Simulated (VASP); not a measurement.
# TaN (Fm-3m) in VASP: further runs

Runs on TaN. Level: PBEsol. Tasks: electric field gradients, density of states.

Program: VASP 6.6.1. These are calculated values, not measurements. Logs are shortened: lines on timing, memory, paths and dates and some standing lists are left out, and cuts for length are marked.

**1. The cell of the first run**

The structure is cubic, space group Fm-3m (No. 225). The conventional cell has a = 4.443 Å, b = 4.443 Å, c = 4.443 Å, α = 90.00°, β = 90.00°, γ = 90.00°. Within 2.9 Å of Ta (site symmetry m-3m) lie 6 N at 2.22 Å. N (site symmetry m-3m) has 6 Ta at 2.22 Å within 2.9 Å.

**2. Electric field gradients, PBEsol (volume scaled by 1.06)**

Input file INCAR:

```
  PREC = Accurate
  ENCUT = 520
  EDIFF = 1E-8
  ISMEAR = -1
  SIGMA = 0.02
  LREAL = False
  LASPH = True
  NELM = 60
  ALGO = Normal
  ISIF = 2
  LWAVE = False
  LCHARG = False
  GGA = PS
  LEFG = True
  NBANDS = 15
```

Input file KPOINTS:

```
regular mesh
0
Gamma
  9 9 9
```

Input file POSCAR:

```
TaN
1.0
    0.0000000000      2.2217363401      2.2217363401
    2.2217363401      0.0000000000      2.2217363401
    2.2217363401      2.2217363401      0.0000000000
Ta N
1 1
Direct
    0.5000000000      0.5000000000      0.5000000000
    0.0000000000      0.0000000000      0.0000000000
```

Potentials or basis: VASP PAW PBE potentials, release 64 (Ta_pv, N).

Launch:

```bash
$ cat potpaw_PBE.64/Ta_pv/POTCAR potpaw_PBE.64/N/POTCAR > POTCAR
$ mpirun -np 1 vasp_std > vasp.out
```

OUTCAR:

```text
PREC = Accurate
   ENCUT = 520
   EDIFF = 1E-8
   ISMEAR = -1
   LREAL = False
   LASPH = True
   NELM = 60
   ISIF = 2
   GGA = PS

 ion  position               nearest neighbor table
   1  0.500  0.500  0.500-   2 2.22   2 2.22   2 2.22   2 2.22   2 2.22   2 2.22
   2  0.000  0.000  0.000-   1 2.22   1 2.22   1 2.22   1 2.22   1 2.22   1 2.22

  LATTYP: Found a face centered cubic cell.
 ALAT       =     4.4434726802

  Lattice vectors:

 A1 = (   0.0000000000,   2.2217363401,   2.2217363401)
 A2 = (   2.2217363401,   0.0000000000,   2.2217363401)
 A3 = (   2.2217363401,   2.2217363401,   0.0000000000)

Analysis of symmetry for initial positions (statically):
=====================================================================
 Subroutine PRICEL returns:
 Original cell was already a primitive cell.

 Routine SETGRP: Setting up the symmetry group for a
 face centered cubic supercell.

 Subroutine GETGRP returns: Found 48 space group operations
 (whereof 48 operations were pure point group operations)
 out of a pool of 48 trial point group operations.

The static configuration has the point symmetry O_h .

Analysis of symmetry for dynamics (positions and initial velocities):
=====================================================================
 Subroutine PRICEL returns:
 Original cell was already a primitive cell.

 Routine SETGRP: Setting up the symmetry group for a
 face centered cubic supercell.

 Subroutine GETGRP returns: Found 48 space group operations
 (whereof 48 operations were pure point group operations)
 out of a pool of 48 trial point group operations.

The dynamic configuration has the point symmetry O_h .

 Subroutine INISYM returns: Found 48 space group operations
 (whereof 48 operations are pure point group operations),
 and found     1 'primitive' translations

----------------------------------------------------------------------------------------

                                     Primitive cell

  volume of cell :      21.9335

  direct lattice vectors                    reciprocal lattice vectors
     0.000000000  2.221736340  2.221736340    -0.225049206  0.225049206  0.225049206
[... 133 lines left out ...]
 E-fermi :   8.9186     XC(G=0): -13.4200

 val. band max:        8.8249773146   @ k =  -0.4444   0.2222   0.1111
 cond. band min:       8.9537189896   @ k =   0.2222   0.1111   0.0000
 fundamental gap:      0.1287416750
 Fermi energy:         8.9185583876

 k-point     1 :       0.0000    0.0000    0.0000
  band No.  band energies     occupation
      1     -26.7458      2.00000
      2     -26.7458      2.00000
      3     -26.7458      2.00000
      4      -9.5219      2.00000
      5       5.3236      2.00000
      6       5.3236      2.00000
      7       5.3236      2.00000
      8       6.9813      2.00000
      9       6.9813      2.00000
     10       6.9813      2.00000
     11       9.0420      0.00417
     12       9.0420      0.00417
     13      10.3067      0.00000
     14      18.3904      0.00000
[... 401 lines left out ...]
      2     -26.9940      2.00000
      3     -26.9940      2.00000
      4      -8.2220      2.00000
      5       2.2303      2.00000
      6       3.8086      2.00000
      7       4.4550      2.00000
      8       4.4550      2.00000
      9      10.9400      0.00000
     10      12.3626      0.00000
     11      12.3626      0.00000
     12      13.1236      0.00000
     13      15.7701      0.00000
     14      17.9600      0.00000
     15      21.3207      0.00000

 [... further k-points ...]

------------------------ aborting loop because EDIFF is reached ----------------------------------------

  FORCE on cell =-STRESS in cart. coord.  units (eV):
  Direction    XX          YY          ZZ          XY          YZ          ZX
  --------------------------------------------------------------------------------------
  -------------------------------------------------------------------------------------
  Total       -1.9427055     -1.9427055     -1.9427055      0.0000000      0.0000000     -0.0000000
  in kB     -141.9090196   -141.9090196   -141.9090196      0.0000000      0.0000000     -0.0000000
  external PRESSURE =    -141.9090196 kB  Pullay stress =       0.0000000 kB

 VOLUME and BASIS-vectors are now :
 -----------------------------------------------------------------------------
  energy-cutoff  :      520.00
  volume of cell :       21.93
      direct lattice vectors                 reciprocal lattice vectors
     0.000000000  2.221736340  2.221736340    -0.225049206  0.225049206  0.225049206
     2.221736340  0.000000000  2.221736340     0.225049206 -0.225049206  0.225049206
     2.221736340  2.221736340  0.000000000     0.225049206  0.225049206 -0.225049206

 POSITION                                       TOTAL-FORCE (eV/Angst)
 -----------------------------------------------------------------------------------
      2.22174      2.22174      2.22174         0.000000     -0.000000      0.000000
      0.00000      0.00000      0.00000        -0.000000      0.000000     -0.000000
 -----------------------------------------------------------------------------------
    total drift:                                0.000000     -0.000000     -0.000000

  FREE ENERGIE OF THE ION-ELECTRON SYSTEM (eV)
  ---------------------------------------------------
  free  energy   TOTEN  =       -23.1718427180 eV

  energy  without entropy=      -23.1706148308  energy(sigma->0) =      -23.17122877

 Electric field gradients (V/A^2)
---------------------------------------------------------------------
 ion       V_xx      V_yy      V_zz      V_xy      V_xz      V_yz
---------------------------------------------------------------------
   1      -0.000     0.000    -0.000    -0.000    -0.000    -0.000
   2       0.000    -0.000     0.000     0.001     0.001     0.001
---------------------------------------------------------------------

 Electric field gradients after diagonalization (V/A^2)
 (convention: |V_zz| > |V_xx| > |V_yy|)
----------------------------------------------------------------------
 ion       V_xx      V_yy      V_zz     asymmetry (V_yy - V_xx)/ V_zz
----------------------------------------------------------------------
   1       0.000     0.000    -0.001       0.000
   2      -0.001    -0.001     0.001       0.000
----------------------------------------------------------------------

           NMR quadrupolar parameters

 Cq : quadrupolar parameter    Cq=e*Q*V_zz/h
 eta: asymmetry parameters     (V_yy - V_xx)/ V_zz
 Q  : nuclear electric quadrupole moment in mb (millibarn)
----------------------------------------------------------------------
 ion       Cq(MHz)       eta       Q (mb)
----------------------------------------------------------------------
   1      -0.000       0.000       1.000
   2       0.000       0.000       1.000
----------------------------------------------------------------------
```

OSZICAR:

```text
N       E                     dE             d eps       ncg     rms          rms(c)
DAV:   1     0.876662947054E+02    0.87666E+02   -0.87495E+03  1050   0.112E+03
DAV:   2    -0.230529841801E+02   -0.11072E+03   -0.10398E+03  1281   0.299E+02
DAV:   3    -0.259492880904E+02   -0.28963E+01   -0.28741E+01  1190   0.450E+01
DAV:   4    -0.259606919177E+02   -0.11404E-01   -0.11400E-01  1344   0.306E+00
DAV:   5    -0.259607656182E+02   -0.73701E-04   -0.73699E-04  1204   0.218E-01    0.228E+01
DAV:   6    -0.233118368426E+02    0.26489E+01   -0.48680E+00  1255   0.249E+01    0.955E+00
DAV:   7    -0.232128286122E+02    0.99008E-01   -0.41262E-01  1218   0.570E+00    0.656E+00
DAV:   8    -0.231774555592E+02    0.35373E-01   -0.16575E-01  1176   0.340E+00    0.139E+00
DAV:   9    -0.231720066555E+02    0.54489E-02   -0.16350E-02  1239   0.104E+00    0.343E-01
DAV:  10    -0.231718595352E+02    0.14712E-03   -0.10314E-03  1232   0.313E-01    0.584E-02
DAV:  11    -0.231718423710E+02    0.17164E-04   -0.30381E-05  1254   0.662E-02    0.133E-02
DAV:  12    -0.231718428413E+02   -0.47029E-06   -0.17158E-06  1197   0.130E-02    0.505E-03
DAV:  13    -0.231718427106E+02    0.13069E-06   -0.97356E-08  1288   0.295E-03    0.718E-04
DAV:  14    -0.231718427180E+02   -0.73735E-08   -0.33702E-09   714   0.628E-04
   1 F= -.23171843E+02 E0= -.23171229E+02  d E =-.122789E-02
```

It took 10 s on 1 thread of Intel Xeon 6975P-C, shared host; peak memory 0.14 GiB.

What came out:

```
Free energy            : -23.1718 eV
Pressure               : -14.2 GPa
Band gap on the k mesh : zero (band 8 reaches 10.51 eV, above the bottom of band 9 at 6.98 eV)
```

Levels at points of the mesh, in eV from the Fermi level:
| k point | band 5 | band 6 | band 7 | band 8 | band 9 | band 10 | band 11 | band 12 |
| --- | --- | --- | --- | --- | --- | --- | --- | --- |
| (0.00, 0.00, 0.00) | -3.59 | -3.59 | -3.59 | -1.94 | -1.94 | -1.94 | 0.12 | 0.12 |

Caveat: the cell differs from its parent crystal (volume scaled by 1.06); without QUAD_EFG the Cq values of the log hold for a quadrupole moment of 1 mb, not for the nuclei; the PAW data sets were made with another functional, which shifts forces and pressure a little; spin-orbit coupling is left out, which moves the levels of the heavy elements.

**3. Density of states, PBEsol**

This run uses another cell than the first one, of 10.35 Å³/atom, 0.943 times its volume.

Input file POSCAR:

```
TaN
1.0
    0.0000000000      2.1790000000      2.1790000000
    2.1790000000      0.0000000000      2.1790000000
    2.1790000000      2.1790000000      0.0000000000
Ta N
1 1
Direct
    0.5000000000      0.5000000000      0.5000000000
    0.0000000000      0.0000000000      0.0000000000
```

Input file INCAR.step1:

```
  PREC = Accurate
  ENCUT = 520
  EDIFF = 1E-6
  ISMEAR = -1
  SIGMA = 0.02
  LREAL = F
  LASPH = T
  NELM = 60
  ALGO = Normal
  ISIF = 2
  LWAVE = F
  LCHARG = T
  LMAXMIX = 4
  GGA = PS
  NBANDS = 15
```

Input file KPOINTS.step1:

```
regular mesh
0
Gamma
  9 9 9
```

Input file INCAR.step2:

```
  PREC = Accurate
  ENCUT = 520
  EDIFF = 1E-6
  ISMEAR = -5
  SIGMA = 0.02
  LREAL = F
  LASPH = T
  NELM = 60
  ALGO = Normal
  ISIF = 2
  LWAVE = F
  LCHARG = F
  LMAXMIX = 4
  GGA = PS
  LORBIT = 11
  NBANDS = 15
  NEDOS = 1001
  ICHARG = 11
```

Input file KPOINTS.step2:

```
regular mesh
0
Gamma
  14 14 14
```

Potentials or basis: VASP PAW PBE potentials, release 64 (Ta_pv, N).

Launch:

```bash
$ cat potpaw_PBE.64/Ta_pv/POTCAR potpaw_PBE.64/N/POTCAR > POTCAR
$ cp INCAR.step1 INCAR
$ cp KPOINTS.step1 KPOINTS
$ mpirun -np 1 vasp_std > vasp.out
$ cp INCAR.step2 INCAR
$ cp KPOINTS.step2 KPOINTS
$ mpirun -np 1 vasp_std > vasp.out
```

It took 20 s on 1 thread of Intel Xeon 6975P-C, shared host; peak memory 0.16 GiB.

It converged, with:

| Item | Value |
| --- | --- |
| Valence electrons inside the program's atomic spheres | Ta 9.02; N 3.77 |

Levels at points of the mesh, in eV from the Fermi level:
```
           k point  band 5  band 6  band 7  band 8  band 9  band 10  band 11  band 12
(0.00, 0.00, 0.00)   -3.84   -3.84   -3.84   -2.18   -2.18    -2.18     0.06     0.06
(0.50, 0.00, 0.00)  -10.60   -7.76   -7.76    2.02    2.02     2.12     3.92     7.87
(0.50, 0.50, 0.00)   -6.66   -5.66   -4.65   -4.65    2.20     3.74     3.74     4.88
```

Caveat: the PAW data sets were made with another functional, which shifts forces and pressure a little; spin-orbit coupling is left out, which moves the levels of the heavy elements; tetrahedron occupations give inexact forces and stress in metals.
